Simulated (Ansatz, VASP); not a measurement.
## Two plane-wave programs on BaTiO3

```
Ba Ti O
1.0
     3.97865    0.00000    0.00000
     0.00000    3.97865    0.00000
     0.00000    0.00000    3.97865
Ba Ti O
1 1 3
Direct
  0.50000 0.50000 0.50000
  0.00000 0.00000 0.00000
  0.50000 0.00000 0.00000
  0.00000 0.50000 0.00000
  0.00000 0.00000 0.50000
```

Alike in both runs: task single point; functional PBE; k mesh 8 × 8 × 8; occupations gaussian, width 0.02 eV; no spin polarisation.

|  | VASP | Ansatz |
| --- | --- | --- |
| version | VASP 6.6.1 | Ansatz 0.2.0 |
| potentials or method | VASP PAW PBE potentials, release 64 (Ba_sv, Ti_sv, O), cutoff 520 eV | scalar-relativistic, plane waves, PAW |
| valence electrons in the cell | 40 | 40 |

```tsv
	VASP	Ansatz	Ansatz less VASP
gap on the k mesh at the Fermi level (eV)	1.78	1.85	+0.067
least direct gap on the mesh (eV)	1.91	1.94	+0.025
pressure (GPa)	7.2	5.3	-1.90
```

With one functional, cell and mesh, what is left measures potentials, basis and numerics.

Neither program's run includes spin-orbit coupling.
